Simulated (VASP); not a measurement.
# AlH6 (P6/mmm) in VASP: notebook

Runs on AlH6. Level: PBE. Tasks: relaxation of cell and atoms, single point.

Everything below comes from runs of VASP 6.6.1. Logs are shortened: lines on timing, memory, paths and dates and some standing lists are left out, and cuts for length are marked.

### Step 1. The cell of the first run

It takes space group P6/mmm (No. 191, hexagonal). The conventional cell has a = 3.715 Å, b = 3.715 Å, c = 4.827 Å, α = 90.00°, β = 90.00°, γ = 120.00°. Within 2.5 Å of Al (site symmetry 6/mmm) lie 8 H at 1.86 to 2.41 Å. Within 2.8 Å of H (site symmetry -6m2) lie 12 H at 2.15 to 2.64 Å. H (site symmetry mmm) has 4 H at 1.86 Å and 2 Al at 1.86 Å within 2.5 Å. H (site symmetry 6/mmm) has 6 H at 2.15 Å and 2 Al at 2.41 Å within 2.8 Å.

The cell was built from a structure type or drawn by symmetry, and may not be a known phase.

### Step 2. Relaxation of cell and atoms, PBE

File INCAR:

```
PREC = Accurate
ENCUT = 600
EDIFF = 1E-7
ISMEAR = 0
SIGMA = 0.1
LREAL = F
LASPH = T
NELM = 60
ALGO = Normal
ISIF = 3
LWAVE = F
LCHARG = F
GGA = PE
IBRION = 2
NSW = 90
EDIFFG = -0.04
```

File KPOINTS:

```
regular mesh
0
Gamma
  6 6 4
```

File POSCAR:

```
AlH6
1.0
    3.7154203900      0.0000000000      0.0000000000
   -1.8577101900      3.2176484400      0.0000000000
    0.0000000000      0.0000000000      4.8265946500
Al H
1 6
Direct
    0.0000000000      0.0000000000      0.0000000000
    0.3333333300      0.6666666700      0.5000000000
    0.6666666700      0.3333333300      0.5000000000
    0.5000000000      0.0000000000      0.0000000000
    0.0000000000      0.5000000000      0.0000000000
    0.5000000000      0.5000000000      0.0000000000
    0.0000000000      0.0000000000      0.5000000000
```

Potentials or basis: VASP PAW PBE potentials, release 64 (Al, H).

Run with:

```
$ cat potpaw_PBE.64/Al/POTCAR potpaw_PBE.64/H/POTCAR > POTCAR
$ mpirun -np 1 vasp_std > vasp.out
```

OUTCAR:

```text
PREC = Accurate
   ENCUT = 600
   EDIFF = 1E-7
   ISMEAR = 0
   LREAL = F
   LASPH = T
   NELM = 60
   ISIF = 3
   GGA = PE
   IBRION = 2
   NSW = 90
   EDIFFG = -0.04

 ion  position               nearest neighbor table
   1  0.000  0.000  0.000-   5 1.86   5 1.86   6 1.86   6 1.86   4 1.86   4 1.86
   2  0.333  0.667  0.500-
   3  0.667  0.333  0.500-
   4  0.500  0.000  0.000-   1 1.86   1 1.86
   5  0.000  0.500  0.000-   1 1.86   1 1.86
   6  0.500  0.500  0.000-   1 1.86   1 1.86
   7  0.000  0.000  0.500-

  LATTYP: Found a hexagonal cell.
 ALAT       =     3.7154203900
 C/A-ratio  =     1.2990709377

  Lattice vectors:

 A1 = (   3.7154203900,   0.0000000000,   0.0000000000)
 A2 = (  -1.8577101900,   3.2176484400,   0.0000000000)
 A3 = (   0.0000000000,   0.0000000000,   4.8265946500)

Analysis of symmetry for initial positions (statically):
=====================================================================
 Subroutine PRICEL returns:
 Original cell was already a primitive cell.

 Routine SETGRP: Setting up the symmetry group for a
 hexagonal supercell.

 Subroutine GETGRP returns: Found 24 space group operations
 (whereof 24 operations were pure point group operations)
 out of a pool of 24 trial point group operations.

The static configuration has the point symmetry D_6h.

Analysis of symmetry for dynamics (positions and initial velocities):
=====================================================================
 Subroutine PRICEL returns:
 Original cell was already a primitive cell.

 Routine SETGRP: Setting up the symmetry group for a
 hexagonal supercell.

 Subroutine GETGRP returns: Found 24 space group operations
 (whereof 24 operations were pure point group operations)
 out of a pool of 24 trial point group operations.

The dynamic configuration has the point symmetry D_6h.

 Subroutine INISYM returns: Found 24 space group operations
 (whereof 24 operations are pure point group operations),
 and found     1 'primitive' translations

----------------------------------------------------------------------------------------

                                     Primitive cell

  volume of cell :      57.7015

  direct lattice vectors                    reciprocal lattice vectors
     3.715420390  0.000000000  0.000000000     0.269148547  0.155392986  0.000000000
    -1.857710190  3.217648440  0.000000000     0.000000000  0.310785973  0.000000000
     0.000000000  0.000000000  4.826594650     0.000000000  0.000000000  0.207185412

  length of vectors
     3.715420390  3.715420384  4.826594650     0.310785972  0.310785973  0.207185412

  position of ions in fractional coordinates (direct lattice)
     0.000000000  0.000000000  0.000000000
     0.333333330  0.666666670  0.500000000
     0.666666670  0.333333330  0.500000000
     0.500000000  0.000000000  0.000000000
     0.000000000  0.500000000  0.000000000
     0.500000000  0.500000000  0.000000000
     0.000000000  0.000000000  0.500000000

  ion indices of the primitive-cell ions
   primitive index   ion index
                 1           1
                 2           2
                 3           3
                 4           4
                 5           5
                 6           6
                 7           7

----------------------------------------------------------------------------------------

 KPOINTS: regular mesh

Automatic generation of k-mesh.
 Grid dimensions read from file:
 generate k-points for:    6    6    4

 Generating k-lattice:

  Cartesian coordinates                     Fractional coordinates (reciprocal lattice)
     0.044858091  0.025898831  0.000000000     0.166666667  0.000000000  0.000000000
     0.000000000  0.051797662  0.000000000     0.000000000  0.166666667  0.000000000
     0.000000000  0.000000000  0.051796353     0.000000000  0.000000000  0.250000000

  Length of vectors
     0.051797662  0.051797662  0.051796353

  Shift w.r.t. Gamma in fractional coordinates (k-lattice)
     0.000000000  0.000000000  0.000000000

 Subroutine IBZKPT returns following result:
 ===========================================

 Found     21 irreducible k-points:

 Following reciprocal coordinates:
            Coordinates               Weight
  0.000000  0.000000  0.000000      1.000000
  0.166667  0.000000  0.000000      6.000000
  0.333333  0.000000  0.000000      6.000000
  0.500000  0.000000  0.000000      3.000000
  0.166667  0.166667  0.000000      6.000000
  0.333333  0.166667  0.000000     12.000000
[... 13 lines left out ...]
  0.333333  0.166667  0.500000     12.000000
  0.333333  0.333333  0.500000      2.000000
   k-points           NKPTS =     21   k-points in BZ     NKDIM =     21   number of bands    NBANDS=      8
   number of dos      NEDOS =    301   number of ions     NIONS =      7
   total plane-waves  NPLWV =  36000
   dimension x,y,z NGX =    30 NGY =   30 NGZ =   40
   dimension x,y,z NGXF=    60 NGYF=   60 NGZF=   80
   ions per type =               1   6
   NGX,Y,Z   is equivalent  to a cutoff of  13.42, 13.42, 13.78 a.u.
   NGXF,Y,Z  is equivalent  to a cutoff of  26.85, 26.85, 27.55 a.u.
 SYSTEM =  unknown system
   PREC   = accura    normal or accurate (medium, high low for compatibility)
   ISTART =      0    job   : 0-new  1-cont  2-samecut
   ICHARG =      2    charge: 1-file 2-atom 10-const
   ISPIN  =      1    spin polarized calculation?
   LNONCOLLINEAR =      F non collinear calculations
   LSORBIT =      F    spin-orbit coupling
   LASPH  =      T    aspherical Exc in radial PAW
   ENCUT  =  600.0 eV  44.10 Ry    6.64 a.u.   7.42  7.42  9.64*2*pi/ulx,y,z
   NELM   =     60;   NELMIN=  2; NELMDL= -5     # of ELM steps
   EDIFF  = 0.1E-06   stopping-criterion for ELM
   LREAL  =      F    real-space projection
   EDIFFG = -.4E-01   stopping-criterion for IOM
   NSW    =     90    number of steps for IOM
   IBRION =      2    ionic relax: 0-MD 1-quasi-New 2-CG
   NFREE  =      1    steps in history (QN), initial steepest desc. (CG)
   ISIF   =      3    stress and relaxation
   ISYM   =      2    0-nonsym 1-usesym 2-fastsym
   POTIM  = 0.5000    time-step for ionic-motion
   TEBEG  =    0.0;   TEEND  =   0.0 temperature during run
   PSTRESS=    0.0 pullay stress
   NELECT =       9.0000    total number of electrons
   NUPDOWN=      -1.0000    fix difference up-down
   EMIN   =  10.00;   EMAX   =-10.00  energy-range for DOS
   EFERMI =   0.00;   METHOD = LEGACY
   ISMEAR =     0;   SIGMA  =   0.10  broadening in eV -4-tet -1-fermi 0-gaus
   EFERMI_NEDOS =   21; number of points for ismear=-14 and -15
   IALGO  =     38    algorithm
   IMIX   =      4    mixing-type and parameters
     AMIX     =   0.40;   BMIX     =  1.00
     AMIX_MAG =   1.60;   BMIX_MAG =  1.00
  volume/ion in A,a.u.               =       8.24        55.63
  Fermi-wavevector in a.u.,A,eV,Ry     =   0.881238  1.665298 10.566018  0.776580
  Thomas-Fermi vector in A             =   2.001707
   LORBIT       =      0    0 simple, 1 ext, 2 COOP (PROOUT), +10 PAW based schemes
   GGA     = PE    functional components
   LHFCALC =     F    Hartree Fock is set to
   AEXX    =    0.0000 exact exchange contribution
   IVDW    =     0    specifies the selected vdW correction
   LEPSILON=     F    determine dielectric tensor
   LRPA    =     F    only Hartree local field effects (RPA)
 conjugate gradient relaxation of ions
 non-spin polarized calculation
 Gauss-broadening in eV      SIGMA  =   0.10
  energy-cutoff  :      600.00
  volume of cell :       57.70
 maximum number of plane-waves:      1951
 NGX is ok and might be reduce to    30
   NGX = 15   NGY = 15   NGZ = 19

--------------------------------------- Ionic step        1  -------------------------------------------

 number of electron       8.9999996 magnetization

 Free energy of the ion-electron system (eV)
  ---------------------------------------------------
  ext. energy  EPLUGINS =         0.00000000
  ---------------------------------------------------
  free energy    TOTEN  =       -16.81077613 eV

  energy without entropy =      -16.80455383  energy(sigma->0) =      -16.80766498

------------------------ aborting loop because EDIFF is reached ----------------------------------------

  FORCE on cell =-STRESS in cart. coord.  units (eV):
  Direction    XX          YY          ZZ          XY          YZ          ZX
  --------------------------------------------------------------------------------------
  -------------------------------------------------------------------------------------
  Total       -3.5821223     -3.5821223     -2.9470296     -0.0000000      0.0000000     -0.0000000
  in kB      -99.4634715    -99.4634713    -81.8290874     -0.0000002      0.0000000     -0.0000000
  external PRESSURE =     -93.5853434 kB  Pullay stress =       0.0000000 kB
[... 104 lines left out ...]
  FREE ENERGIE OF THE ION-ELECTRON SYSTEM (eV)
  ---------------------------------------------------
  free  energy   TOTEN  =       -17.1339827311 eV

  energy  without entropy=      -17.1273106137  energy(sigma->0) =      -17.13064667

 E-fermi :   3.1252     XC(G=0): -10.0256

 val. band max:        3.1161917940   @ k =   0.1667   0.0000   0.0000
 cond. band min:       3.2082992810   @ k =   0.5000   0.0000   0.2500
 fundamental gap:      0.0921074870
 Fermi energy:         3.1252024264

 k-point     1 :       0.0000    0.0000    0.0000
  band No.  band energies     occupation
      1      -9.0836      2.00000
      2      -0.8041      2.00000
      3       3.7823      0.00000
      4       3.7823      0.00000
      5       4.2058      0.00000
      6       5.1005      0.00000
      7       5.4262      0.00000
      8       8.1121      0.00000
[... 210 lines left out ...]
 k-point    21 :       0.3333    0.3333    0.5000
  band No.  band energies     occupation
      1      -2.9376      2.00000
      2      -2.9376      2.00000
      3      -1.5833      2.00000
      4      -0.6910      2.00000
      5       0.2768      2.00000
      6       0.2768      2.00000
      7      10.3472      0.00000
      8      14.9242      0.00000

[... ionic steps 4 to 9 ...]

--------------------------------------- Ionic step       10  -------------------------------------------

 number of electron       9.0000003 magnetization

------------------------ aborting loop because EDIFF is reached ----------------------------------------
[... 36 lines left out ...]
--------------------------------------- Ionic step       11  -------------------------------------------

 number of electron       9.0000001 magnetization

 E-fermi :   2.5586     XC(G=0):  -9.7837

 val. band max:        2.4955966780   @ k =   0.5000   0.0000   0.0000
 cond. band min:       2.5593405416   @ k =   0.1667   0.0000   0.0000
 fundamental gap:      0.0637438636
 Fermi energy:         2.5586320719

 k-point     1 :       0.0000    0.0000    0.0000
  band No.  band energies     occupation
      1      -9.0247      2.00000
      2      -1.0494      2.00000
      3       3.2055      0.00000
      4       3.2055      0.00000
      5       3.4680      0.00000
      6       4.6714      0.00000
      7       4.7158      0.00000
      8       7.2977      0.00000
[... 258 lines left out ...]
--------------------------------------- Ionic step       12  -------------------------------------------

 number of electron       9.0000002 magnetization

 Free energy of the ion-electron system (eV)
  ---------------------------------------------------
  ext. energy  EPLUGINS =         0.00000000
  ---------------------------------------------------
  free energy    TOTEN  =       -17.54165376 eV

  energy without entropy =      -17.53754343  energy(sigma->0) =      -17.53959860

 E-fermi :   2.6673     XC(G=0):  -9.8213

 val. band max:        2.5046668271   @ k =   0.5000   0.0000   0.0000
 cond. band min:       2.6707049292   @ k =   0.1667   0.0000   0.0000
 fundamental gap:      0.1660381021
 Fermi energy:         2.6672655053

 k-point     1 :       0.0000    0.0000    0.0000
  band No.  band energies     occupation
      1      -9.0425      2.00000
      2      -1.0823      2.00000
      3       3.3204      0.00000
      4       3.3204      0.00000
      5       3.6421      0.00000
      6       4.6647      0.00000
      7       4.8865      0.00000
      8       7.4798      0.00000
[... 252 lines left out ...]
  FREE ENERGIE OF THE ION-ELECTRON SYSTEM (eV)
  ---------------------------------------------------
  free  energy   TOTEN  =       -17.5416537613 eV

  energy  without entropy=      -17.5375434343  energy(sigma->0) =      -17.53959860

 reached required accuracy - stopping structural energy minimisation
```

Run time: 64 s. Hardware: 1 thread of Intel Xeon 6975P-C (Granite Rapids), shared host; peak memory 0.18 GiB.

What came out:

```
Free energy                           : -17.5417 eV
Relaxed volume                        : 5.85 Å³/atom
Relaxed cell                          : a = 3.575 Å, b = 3.575 Å, c = 3.698 Å, α = 90.00°, β = 90.00°, γ = 120.00°
Space group after relaxing (to 0.1 Å) : P6/mmm (No. 191)
Energy gained by relaxing             : 104.4 meV/atom
Ionic steps                           : 12
Pressure after relaxing               : 0.3 GPa
Band gap on the k mesh                : zero (an odd number of electrons rules out a gap without spin polarisation)
```

The path:
```csv
step,energy change (eV),largest force (eV/Å),pressure (GPa),volume (Å³)
1,0.0000,0.0000,-9.36,57.70
2,-0.1989,0.0000,-6.72,53.77
3,-0.3232,0.0000,-2.06,49.14
4,-0.3293,0.0000,-0.33,47.82
5,-0.4026,0.0000,-0.17,46.53
6,-0.6108,0.0000,0.83,42.60
7,-0.4916,0.0000,15.67,34.55
8,-0.6923,0.0000,5.30,38.64
9,-0.7025,0.0000,3.37,39.91
10,-0.7046,0.0000,3.90,39.52
11,-0.7283,0.0000,-0.73,41.40
12,-0.7309,0.0000,0.31,40.93
```

Final structure:
```
CELL_PARAMETERS angstrom
3.57531 0.00000 0.00000
-1.78765 3.09631 0.00000
0.00000 0.00000 3.69752
ATOMIC_POSITIONS crystal
Al 0.00000 0.00000 0.00000
H 0.33333 0.66667 0.50000
H 0.66667 0.33333 0.50000
H 0.50000 0.00000 0.00000
H 0.00000 0.50000 0.00000
H 0.50000 0.50000 0.00000
H 0.00000 0.00000 0.50000
```

Levels at points of the mesh, in eV from the Fermi level:
| k point | band 2 | band 3 | band 4 | band 5 | band 6 | band 7 | band 8 |
| --- | --- | --- | --- | --- | --- | --- | --- |
| (0.00, 0.00, 0.00) | -3.75 | 0.65 | 0.65 | 0.97 | 2.00 | 2.22 | 4.81 |
| (0.50, 0.00, 0.00) | -7.89 | -2.14 | -1.15 | -0.16 | 0.95 | 4.67 | 6.77 |
| (0.00, 0.00, 0.50) | -7.99 | 0.97 | 0.97 | 1.39 | 2.81 | 5.89 | 5.89 |
| (0.50, 0.00, 0.50) | -5.87 | -5.11 | -3.78 | -0.62 | 0.53 | 2.97 | 6.80 |

Caveat: the volume moved by over 15 % at a fixed basis, so the end points are rough.

(Continued in part 2 of 2.)
